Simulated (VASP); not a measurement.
Runs of VASP 6.6.1 on K. The structure is that of space group Pm-3m (No. 221), or close to it. The cells are those of the table. This isn't the form of K at room conditions, which is bcc.

```csv
task,cell,k mesh,cutoff (eV),gap on the mesh (eV),pressure (GPa)
relaxation of cell and atoms,"relaxed from a = 4.255 Å, 1 atom",8 × 8 × 8,600,none,0.0
single point,"a = 4.288 Å, 1 atom",8 × 8 × 8,520,none,(a)
single point,"a = 4.349 Å, 1 atom",8 × 8 × 8,520,none,(b)
single point,"a = 4.579 Å, 1 atom",8 × 8 × 8,520,none,-0.2
single point,"a = 4.225 Å, 1 atom",8 × 8 × 8,520,none,0.3
single point,"a = 4.467 Å, 1 atom",8 × 8 × 8,520,none,-0.1
single point,"a = 4.409 Å, 1 atom",8 × 8 × 8,520,none,0.0
single point,"a = 4.409 Å, 1 atom",12 × 12 × 12,520,none,0.0
```

Alike in all rows: level BLYP; potentials or basis VASP PAW PBE potentials, release 64 (K_sv); no spin polarisation; smearing fermi-dirac 0.1 eV.

**Question.** Fill in the values left out.

**Answer.** (a) 0.2; (b) 0.1.

Caveats: the PAW data sets were made with another functional, which shifts forces and pressure a little.

A gap of «none» marks levels without a gap at the run's occupations.
